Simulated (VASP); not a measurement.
# Hf: relaxation of cell and atoms with BLYP+D3(BJ)

Crystal: Hf.

```xyz
1
Lattice="0.0000 2.2200 2.2200 2.2200 0.0000 2.2200 2.2200 2.2200 0.0000" Properties=species:S:1:pos:R:3 pbc="T T T"
Hf    0.0000    0.0000    0.0000
```

* Program: VASP 6.6.1
* Task: relaxation of cell and atoms
* Functional: BLYP
* Dispersion: D3(BJ)
* Potentials or basis: VASP PAW PBE potentials, release 64 (Hf_pv)
* Cutoff: 600 eV
* k mesh: 10 × 10 × 10
* Occupations: fermi-dirac, width 0.05 eV
* Spin: no spin polarisation
* Dipole correction: no
* Further INCAR settings: ALGO = Normal; EDIFF = 1e-06; IBRION = 2; EDIFFG = -0.01; NSW = 60; ISIF = 3

| Item | Value |
| --- | --- |
| Relaxed volume | 21.33 Å³/atom |
| Relaxed cell | a = 3.113 Å, b = 3.113 Å, c = 3.113 Å, α = 60.00°, β = 60.00°, γ = 60.00° |
| Space group after relaxing (to 0.05 Å) | Fm-3m (No. 225) |
| Energy gained by relaxing | 5.0 meV/atom |
| Ionic steps | 3 |
| Pressure after relaxing | 0.0 GPa |
| Band gap on the k mesh | zero (band 5 reaches 6.93 eV, above the bottom of band 6 at 5.23 eV) |
| Dispersion energy per atom | -1.183 eV |

Step by step:
```
step  energy change (eV)  largest force (eV/Å)  pressure (GPa)  volume (Å³)
   1              0.0000                0.0000           -2.81        21.88
   2              0.0020                0.0000            3.63        20.69
   3             -0.0050                0.0000           -0.02        21.33
```

Final structure:
```
Hf
1.0
     0.00000    2.20107    2.20107
     2.20107    0.00000    2.20107
     2.20107    2.20107    0.00000
Hf
1
Direct
  0.00000 0.00000 0.00000
```

Levels at points of the mesh, in eV from the Fermi level:
```tsv
k point	band 3	band 4	band 5	band 6	band 7	band 8
(0.00, 0.00, 0.00)	-29.78	-7.23	1.31	1.31	1.31	4.22
(0.50, 0.00, 0.00)	-29.91	-3.75	0.97	1.08	1.08	6.45
(0.50, 0.50, 0.00)	-30.13	-3.43	-2.36	2.98	6.46	7.11
```

It took 48 s on 1 thread of AMD EPYC 7R43 64-Core Processor (Zen 3), on a shared host, peak memory 0.14 GiB.

Caveat: the PAW data sets were made with another functional, which shifts forces and pressure a little; spin-orbit coupling is left out, which moves the levels of the heavy elements; pairwise dispersion overbinds metals, which lowers pressure and volume.
